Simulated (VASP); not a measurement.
# N (P6_3/mmc) in VASP: a series of runs

N is run at these levels: PBEsol; tasks: relaxation of the atoms.

Program: VASP 6.6.1. These are calculated values, not measurements. Logs are shortened: lines on timing, memory, paths and dates and some standing lists are left out, and cuts for length are marked.

**1. The cell of the first run**

The structure is hexagonal, space group P6_3/mmc (No. 194). The conventional cell has a = 4.430 Å, b = 4.430 Å, c = 7.493 Å, α = 90.00°, β = 90.00°, γ = 120.00°. Within 1.5 Å of N (site symmetry 3m) lie 1 N at 1.11 Å.

**2. Relaxation of the atoms, PBEsol (z stretched by +0.5 %, x and y held)**

INCAR

```
PREC = Accurate
ENCUT = 520
EDIFF = 1E-7
ISMEAR = 0
SIGMA = 0.01
LREAL = False
LASPH = True
NELM = 120
ALGO = Normal
ISIF = 2
LWAVE = False
LCHARG = False
GGA = PS
IBRION = 2
NSW = 50
EDIFFG = -0.002
GGA_COMPAT = False
NELMIN = 4
```

KPOINTS

```
regular mesh
0
Gamma
  6 6 4
```

POSCAR

```
N
1.0
    4.4304325721      0.0000000000      0.0000000000
   -2.2152162861      3.8368671572      0.0000000000
    0.0000000000      0.0000000000      7.4930489315
N
4
Direct
    0.3333333333      0.6666666667      0.3237709118
    0.3333333333      0.6666666667      0.1762290882
    0.6666666667      0.3333333333      0.8237709118
    0.6666666667      0.3333333333      0.6762290882
```

Potentials or basis: VASP PAW PBE potentials, release 64 (N).

Launch:

```
$ cat potpaw_PBE.64/N/POTCAR > POTCAR
$ mpirun -np 1 vasp_std > vasp.out
```

OUTCAR:

```text
PREC = Accurate
   ENCUT = 520
   EDIFF = 1E-7
   ISMEAR = 0
   LREAL = False
   LASPH = True
   NELM = 120
   ISIF = 2
   GGA = PS
   IBRION = 2
   NSW = 50
   EDIFFG = -0.002
   NELMIN = 4

 ion  position               nearest neighbor table
   1  0.333  0.667  0.324-   2 1.11
   2  0.333  0.667  0.176-   1 1.11
   3  0.667  0.333  0.824-   4 1.11
   4  0.667  0.333  0.676-   3 1.11

  LATTYP: Found a hexagonal cell.
 ALAT       =     4.4304325721
 C/A-ratio  =     1.6912680217

  Lattice vectors:

 A1 = (   4.4304325721,   0.0000000000,   0.0000000000)
 A2 = (  -2.2152162861,   3.8368671572,   0.0000000000)
 A3 = (   0.0000000000,   0.0000000000,   7.4930489315)

Analysis of symmetry for initial positions (statically):
=====================================================================
 Subroutine PRICEL returns:
 Original cell was already a primitive cell.

 Routine SETGRP: Setting up the symmetry group for a
 hexagonal supercell.

 Subroutine GETGRP returns: Found 24 space group operations
 (whereof 12 operations were pure point group operations)
 out of a pool of 24 trial point group operations.

The static configuration has the point symmetry D_3d.
 The point group associated with its full space group is D_6h.

Analysis of symmetry for dynamics (positions and initial velocities):
=====================================================================
 Subroutine PRICEL returns:
 Original cell was already a primitive cell.

 Routine SETGRP: Setting up the symmetry group for a
 hexagonal supercell.

 Subroutine GETGRP returns: Found 24 space group operations
 (whereof 12 operations were pure point group operations)
 out of a pool of 24 trial point group operations.

The dynamic configuration has the point symmetry D_3d.
 The point group associated with its full space group is D_6h.

 Subroutine INISYM returns: Found 24 space group operations
 (whereof 12 operations are pure point group operations),
 and found     1 'primitive' translations

----------------------------------------------------------------------------------------

                                     Primitive cell

  volume of cell :     127.3742

  direct lattice vectors                    reciprocal lattice vectors
     4.430432572  0.000000000  0.000000000     0.225711594  0.130314650  0.000000000
    -2.215216286  3.836867157  0.000000000     0.000000000  0.260629300  0.000000000
     0.000000000  0.000000000  7.493048931     0.000000000  0.000000000  0.133457023

  length of vectors
     4.430432572  4.430432572  7.493048931     0.260629300  0.260629300  0.133457023

  position of ions in fractional coordinates (direct lattice)
     0.333333333  0.666666667  0.323770912
     0.333333333  0.666666667  0.176229088
     0.666666667  0.333333333  0.823770912
     0.666666667  0.333333333  0.676229088

  ion indices of the primitive-cell ions
   primitive index   ion index
                 1           1
                 2           2
                 3           3
                 4           4

----------------------------------------------------------------------------------------

 KPOINTS: regular mesh

Automatic generation of k-mesh.
 Grid dimensions read from file:
 generate k-points for:    6    6    4

 Generating k-lattice:

  Cartesian coordinates                     Fractional coordinates (reciprocal lattice)
     0.037618599  0.021719108  0.000000000     0.166666667  0.000000000  0.000000000
     0.000000000  0.043438217  0.000000000     0.000000000  0.166666667  0.000000000
     0.000000000  0.000000000  0.033364256     0.000000000  0.000000000  0.250000000

  Length of vectors
     0.043438217  0.043438217  0.033364256

  Shift w.r.t. Gamma in fractional coordinates (k-lattice)
     0.000000000  0.000000000  0.000000000

 Subroutine IBZKPT returns following result:
 ===========================================

 Found     21 irreducible k-points:

 Following reciprocal coordinates:
            Coordinates               Weight
  0.000000  0.000000  0.000000      1.000000
  0.166667  0.000000  0.000000      6.000000
  0.333333 -0.000000  0.000000      6.000000
  0.500000  0.000000  0.000000      3.000000
  0.166667  0.166667  0.000000      6.000000
  0.333333  0.166667  0.000000     12.000000
[... 13 lines left out ...]
  0.333333  0.166667  0.500000     12.000000
  0.333333  0.333333  0.500000      2.000000
   k-points           NKPTS =     21   k-points in BZ     NKDIM =     21   number of bands    NBANDS=     14
   number of dos      NEDOS =    301   number of ions     NIONS =      4
   total plane-waves  NPLWV =  72576
   dimension x,y,z NGX =    36 NGY =   36 NGZ =   56
   dimension x,y,z NGXF=    72 NGYF=   72 NGZF=  112
   ions per type =               4
   NGX,Y,Z   is equivalent  to a cutoff of  13.51, 13.51, 12.42 a.u.
   NGXF,Y,Z  is equivalent  to a cutoff of  27.02, 27.02, 24.85 a.u.
 SYSTEM =  unknown system
   PREC   = accura    normal or accurate (medium, high low for compatibility)
   ISTART =      0    job   : 0-new  1-cont  2-samecut
   ICHARG =      2    charge: 1-file 2-atom 10-const
   ISPIN  =      1    spin polarized calculation?
   LNONCOLLINEAR =      F non collinear calculations
   LSORBIT =      F    spin-orbit coupling
   LASPH  =      T    aspherical Exc in radial PAW
   ENCUT  =  520.0 eV  38.22 Ry    6.18 a.u.   8.24  8.24 13.93*2*pi/ulx,y,z
   NELM   =    120;   NELMIN=  4; NELMDL= -5     # of ELM steps
   EDIFF  = 0.1E-06   stopping-criterion for ELM
   LREAL  =      F    real-space projection
   EDIFFG = -.2E-02   stopping-criterion for IOM
   NSW    =     50    number of steps for IOM
   IBRION =      2    ionic relax: 0-MD 1-quasi-New 2-CG
   NFREE  =      1    steps in history (QN), initial steepest desc. (CG)
   ISIF   =      2    stress and relaxation
   ISYM   =      2    0-nonsym 1-usesym 2-fastsym
   POTIM  = 0.5000    time-step for ionic-motion
   TEBEG  =    0.0;   TEEND  =   0.0 temperature during run
   PSTRESS=    0.0 pullay stress
   NELECT =      20.0000    total number of electrons
   NUPDOWN=      -1.0000    fix difference up-down
   EMIN   =  10.00;   EMAX   =-10.00  energy-range for DOS
   EFERMI =   0.00;   METHOD = LEGACY
   ISMEAR =     0;   SIGMA  =   0.01  broadening in eV -4-tet -1-fermi 0-gaus
   EFERMI_NEDOS =   21; number of points for ismear=-14 and -15
   IALGO  =     38    algorithm
   IMIX   =      4    mixing-type and parameters
     AMIX     =   0.40;   BMIX     =  1.00
     AMIX_MAG =   1.60;   BMIX_MAG =  1.00
  volume/ion in A,a.u.               =      31.84       214.89
  Fermi-wavevector in a.u.,A,eV,Ry     =   0.883197  1.669001 10.613051  0.780037
  Thomas-Fermi vector in A             =   2.003931
   LORBIT       =      0    0 simple, 1 ext, 2 COOP (PROOUT), +10 PAW based schemes
   GGA     = PS    functional components
   LHFCALC =     F    Hartree Fock is set to
   AEXX    =    0.0000 exact exchange contribution
   IVDW    =     0    specifies the selected vdW correction
   LEPSILON=     F    determine dielectric tensor
   LRPA    =     F    only Hartree local field effects (RPA)
 conjugate gradient relaxation of ions
 non-spin polarized calculation
 Gauss-broadening in eV      SIGMA  =   0.01
  energy-cutoff  :      520.00
  volume of cell :      127.37
 maximum number of plane-waves:      3460
 NGX is ok and might be reduce to    36
   NGX = 17   NGY = 17   NGZ = 27

--------------------------------------- Ionic step        1  -------------------------------------------

 number of electron      20.0000001 magnetization

 Free energy of the ion-electron system (eV)
  ---------------------------------------------------
  ext. energy  EPLUGINS =         0.00000000
  ---------------------------------------------------
  free energy    TOTEN  =       -34.14136232 eV

  energy without entropy =      -34.14136232  energy(sigma->0) =      -34.14136232

------------------------ aborting loop because EDIFF is reached ----------------------------------------

  FORCE on cell =-STRESS in cart. coord.  units (eV):
  Direction    XX          YY          ZZ          XY          YZ          ZX
  --------------------------------------------------------------------------------------
  -------------------------------------------------------------------------------------
  Total       -0.0840055     -0.0840055      1.9605944      0.0000000     -0.0000000     -0.0000000
  in kB       -1.0566636     -1.0566636     24.6613522      0.0000000     -0.0000000     -0.0000000
  external PRESSURE =       7.5160083 kB  Pullay stress =       0.0000000 kB
[... 99 lines left out ...]
  energy  without entropy=      -34.1473260579  energy(sigma->0) =      -34.14732606

--------------------------------------- Ionic step        4  -------------------------------------------

 number of electron      20.0000003 magnetization

 Free energy of the ion-electron system (eV)
  ---------------------------------------------------
  ext. energy  EPLUGINS =         0.00000000
  ---------------------------------------------------
  free energy    TOTEN  =       -34.14732946 eV

  energy without entropy =      -34.14732946  energy(sigma->0) =      -34.14732946

 E-fermi :  -7.3517     XC(G=0):  -5.1709

 val. band max:       -7.3921415025   @ k =   0.0000   0.0000   0.0000
 cond. band min:      -0.1179059462   @ k =   0.3333   0.3333   0.0000
 fundamental gap:      7.2742355563
 Fermi energy:        -7.3517099628

 k-point     1 :       0.0000    0.0000    0.0000
  band No.  band energies     occupation
      1     -25.6869      2.00000
      2     -25.6758      2.00000
      3     -11.2037      2.00000
      4     -10.7790      2.00000
      5      -9.0388      2.00000
      6      -9.0388      2.00000
      7      -8.9818      2.00000
      8      -8.9818      2.00000
      9      -8.0847      2.00000
     10      -7.3921      2.00000
     11       0.4005      0.00000
     12       0.4005      0.00000
     13       0.7272      0.00000
     14       0.7272      0.00000
[... 369 lines left out ...]
  FREE ENERGIE OF THE ION-ELECTRON SYSTEM (eV)
  ---------------------------------------------------
  free  energy   TOTEN  =       -34.1473294588 eV

  energy  without entropy=      -34.1473294588  energy(sigma->0) =      -34.14732946

 reached required accuracy - stopping structural energy minimisation
```

It took 2.9 min on 1 thread of Intel Xeon 8259CL, shared host; peak memory 0.25 GiB.

What came out:

```yaml
Free_energy: -34.1473 eV
Energy_gained_by_relaxing: 1.5 meV/atom
Ionic_steps: 4
Pressure_after_relaxing: -0.1 GPa
Band_gap_on_the_k_mesh: 7.27 eV, indirect (least direct gap 7.47 eV)
```

Step by step:
```csv
step,energy change (eV),largest force (eV/Å),pressure (GPa)
1,0.0000,0.9703,0.75
2,0.9305,9.5549,-9.68
3,-0.0060,0.0225,-0.16
4,-0.0060,0.0007,-0.14
```

Final structure:
```yaml
crystal:
  lattice:
    - [4.43043, 0.00000, 0.00000]
    - [-2.21522, 3.83687, 0.00000]
    - [0.00000, 0.00000, 7.49305]
  atoms:
    - { symbol: N, position: [0.33333, 0.66667, 0.32418] }
    - { symbol: N, position: [0.33333, 0.66667, 0.17582] }
    - { symbol: N, position: [0.66667, 0.33333, 0.82418] }
    - { symbol: N, position: [0.66667, 0.33333, 0.67582] }
```

Levels at points of the mesh, in eV from the valence-band top:
```
           k point  band 6  band 7  band 8  band 9  band 10  band 11  band 12  band 13  band 14
(0.00, 0.00, 0.00)   -1.65   -1.59   -1.59   -0.69     0.00     7.79     7.79     8.12     8.12
(0.50, 0.00, 0.00)   -1.77   -1.70   -1.61   -0.35    -0.13     7.33     7.59     7.82     8.18
(0.00, 0.00, 0.50)   -1.62   -1.62   -1.62   -0.33    -0.33     7.95     7.95     7.95     7.95
(0.50, 0.00, 0.50)   -1.78   -1.66   -1.66   -0.26    -0.26     7.58     7.58     7.87     7.87
```

Caveat: the cell differs from its parent crystal (z stretched by +0.5 %, x and y held); the standard files for N, O and F lose accuracy on very short bonds; the PAW data sets were made with another functional, which shifts forces and pressure a little. A k mesh can miss the band edges.

**3. Relaxation of the atoms, PBEsol**

This run uses another cell than the first one, of 32.16 Å³/atom, 1.010 times its volume.

INCAR

```
PREC = Accurate
ENCUT = 520
EDIFF = 1E-7
ISMEAR = 0
SIGMA = 0.01
LREAL = F
LASPH = T
NELM = 120
ALGO = Normal
ISIF = 2
LWAVE = F
LCHARG = F
GGA = PS
IBRION = 2
NSW = 50
EDIFFG = -0.002
GGA_COMPAT = F
NELMIN = 4
```

KPOINTS

```
Automatic mesh
0
Gamma
  6 6 4
```

POSCAR, as its differences from that of step 2:

```diff
@@ -2,4 +2,4 @@
 1.0
-    4.4304325721      0.0000000000      0.0000000000
-   -2.2152162861      3.8368671572      0.0000000000
+    4.4525847350      0.0000000000      0.0000000000
+   -2.2262923675      3.8560514930      0.0000000000
     0.0000000000      0.0000000000      7.4930489315
```

Potentials or basis: VASP PAW PBE potentials, release 64 (N).

Launch:

```
$ cat potpaw_PBE.64/N/POTCAR > POTCAR
$ mpirun -np 1 vasp_std > vasp.out
```

OUTCAR:

```text
PREC = Accurate
   ENCUT = 520
   EDIFF = 1E-7
   ISMEAR = 0
   LREAL = F
   LASPH = T
   NELM = 120
   ISIF = 2
   GGA = PS
   IBRION = 2
   NSW = 50
   EDIFFG = -0.002
   NELMIN = 4

 ion  position               nearest neighbor table
   1  0.333  0.667  0.324-   2 1.11
   2  0.333  0.667  0.176-   1 1.11
   3  0.667  0.333  0.824-   4 1.11
   4  0.667  0.333  0.676-   3 1.11

  LATTYP: Found a hexagonal cell.
 ALAT       =     4.4525847350
 C/A-ratio  =     1.6828537529

  Lattice vectors:

 A1 = (   4.4525847350,   0.0000000000,   0.0000000000)
 A2 = (  -2.2262923675,   3.8560514930,   0.0000000000)
 A3 = (   0.0000000000,   0.0000000000,   7.4930489315)
[... 186 lines left out ...]
  -------------------------------------------------------------------------------------
  Total       -0.0871736     -0.0871736      1.9567044      0.0000000      0.0000000      0.0000000
  in kB       -1.0856304     -1.0856304     24.3681304      0.0000000      0.0000000      0.0000000
  external PRESSURE =       7.3989565 kB  Pullay stress =       0.0000000 kB
[... 101 lines left out ...]
--------------------------------------- Ionic step        4  -------------------------------------------

 number of electron      20.0000003 magnetization

 Free energy of the ion-electron system (eV)
  ---------------------------------------------------
  ext. energy  EPLUGINS =         0.00000000
  ---------------------------------------------------
  free energy    TOTEN  =       -34.14753842 eV

  energy without entropy =      -34.14753842  energy(sigma->0) =      -34.14753842

 E-fermi :  -7.3790     XC(G=0):  -5.1385

 val. band max:       -7.4202960237   @ k =   0.0000   0.0000   0.0000
 cond. band min:      -0.1371336680   @ k =   0.3333   0.3333   0.0000
 fundamental gap:      7.2831623558
 Fermi energy:        -7.3789803990

 k-point     1 :       0.0000    0.0000    0.0000
  band No.  band energies     occupation
      1     -25.7109      2.00000
      2     -25.6999      2.00000
      3     -11.2227      2.00000
      4     -10.8065      2.00000
      5      -9.0661      2.00000
      6      -9.0661      2.00000
      7      -9.0093      2.00000
      8      -9.0093      2.00000
      9      -8.1010      2.00000
     10      -7.4203      2.00000
     11       0.3710      0.00000
     12       0.3710      0.00000
     13       0.6976      0.00000
     14       0.6976      0.00000
[... 369 lines left out ...]
  FREE ENERGIE OF THE ION-ELECTRON SYSTEM (eV)
  ---------------------------------------------------
  free  energy   TOTEN  =       -34.1475384188 eV

  energy  without entropy=      -34.1475384188  energy(sigma->0) =      -34.14753842

 reached required accuracy - stopping structural energy minimisation
```

OSZICAR:

```text
N       E                     dE             d eps       ncg     rms          rms(c)
DAV:   1     0.147838011044E+03    0.14784E+03   -0.87953E+03   588   0.114E+03
DAV:   2    -0.187865306716E+02   -0.16662E+03   -0.16297E+03   868   0.259E+02
DAV:   3    -0.356100235037E+02   -0.16823E+02   -0.16775E+02   768   0.963E+01
DAV:   4    -0.357760479917E+02   -0.16602E+00   -0.16553E+00   704   0.123E+01
[... 37 lines left out ...]
       N       E                     dE             d eps       ncg     rms          rms(c)
DAV:   1    -0.341475385629E+02   -0.35632E-05   -0.11400E-04   588   0.984E-02    0.411E-03
DAV:   2    -0.341475385566E+02    0.63226E-08   -0.28120E-06   612   0.143E-02    0.277E-03
DAV:   3    -0.341475385045E+02    0.52017E-07   -0.26747E-07   486   0.406E-03    0.144E-03
DAV:   4    -0.341475384188E+02    0.85719E-07   -0.37763E-08   294   0.186E-03
   4 F= -.34147538E+02 E0= -.34147538E+02  d E =-.596617E-02
```

CONTCAR:

```text
N
   1.00000000000000
     4.4525847350000003    0.0000000000000000    0.0000000000000000
    -2.2262923675000001    3.8560514929999998    0.0000000000000000
     0.0000000000000000    0.0000000000000000    7.4930489314999997
  N
     4
Direct
     0.3333333332999970    0.6666666667000030    0.3241847782578485
     0.3333333332999970    0.6666666667000030    0.1758152217421515
     0.6666666667000030    0.3333333332999970    0.8241847782578486
     0.6666666667000030    0.3333333332999970    0.6758152217421514

  0.00000000E+00  0.00000000E+00  0.00000000E+00
  0.00000000E+00  0.00000000E+00  0.00000000E+00
  0.00000000E+00  0.00000000E+00  0.00000000E+00
  0.00000000E+00  0.00000000E+00  0.00000000E+00
```

It took 3.3 min on 1 thread of Intel Xeon 8259CL, shared host; peak memory 0.25 GiB.

Results:

```
Free energy               : -34.1475 eV
Energy gained by relaxing : 1.5 meV/atom
Ionic steps               : 4
Pressure after relaxing   : -0.1 GPa
Band gap on the k mesh    : 7.28 eV, indirect (least direct gap 7.48 eV)
```

Step by step:
| step | energy change (eV) | largest force (eV/Å) | pressure (GPa) |
| --- | --- | --- | --- |
| 1 | 0.0000 | 0.9703 | 0.74 |
| 2 | 0.9304 | 9.5544 | -9.58 |
| 3 | -0.0060 | 0.0225 | -0.16 |
| 4 | -0.0060 | 0.0007 | -0.14 |

Final structure:
```
N
1.0
     4.45258    0.00000    0.00000
    -2.22629    3.85605    0.00000
     0.00000    0.00000    7.49305
N
4
Cartesian
  0.0000 2.5707 2.4291
  0.0000 2.5707 1.3174
  2.2263 1.2853 6.1757
  2.2263 1.2853 5.0639
```

Caveat: the standard files for N, O and F lose accuracy on very short bonds; the PAW data sets were made with another functional, which shifts forces and pressure a little. A k mesh can miss the band edges.
